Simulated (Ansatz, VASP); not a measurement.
**LiHF2: VASP beside Ansatz**

```
CELL_PARAMETERS angstrom
1.42115 0.82050 4.19972
-1.42115 0.82050 4.19972
0.00000 -1.64100 4.19972
ATOMIC_POSITIONS crystal
Li 0.00000 0.00000 0.00000
H 0.50000 0.50000 0.50000
F 0.41251 0.41251 0.41251
F 0.58749 0.58749 0.58749
```

Change from the starting cell: strain -0.015 along x and y, -0.030 along z, atoms carried along.

Alike in both runs: task single point; functional LDA; k mesh 9 × 9 × 9; occupations gaussian, width 0.05 eV; no spin polarisation.

|  | VASP | Ansatz |
| --- | --- | --- |
| version | VASP 6.6.1 | Ansatz 0.2.0 |
| potentials or method | VASP PAW LDA potentials, release 64 (Li_sv, H, F), cutoff 520 eV | scalar-relativistic, plane waves, PAW |
| valence electrons in the cell | 18 | 18 |

|  | VASP | Ansatz | Ansatz less VASP |
| --- | --- | --- | --- |
| gap on the k mesh at the Fermi level (eV) | 8.62 | 8.66 | +0.039 |
| least direct gap on the mesh (eV) | 8.83 | 8.86 | +0.032 |
| rms of the force components (eV/Å) | 0.361 | 0.322 | -0.0389 |

LDA's correlation is that of Perdew and Zunger in VASP and of Perdew and Wang (1992) in Ansatz. Atom by atom the forces differ by 0.039 eV/Å (rms over components).

Noted on VASP's run: the cutoff is under 1.25 times that of the potentials, so the pressure is a little rough.
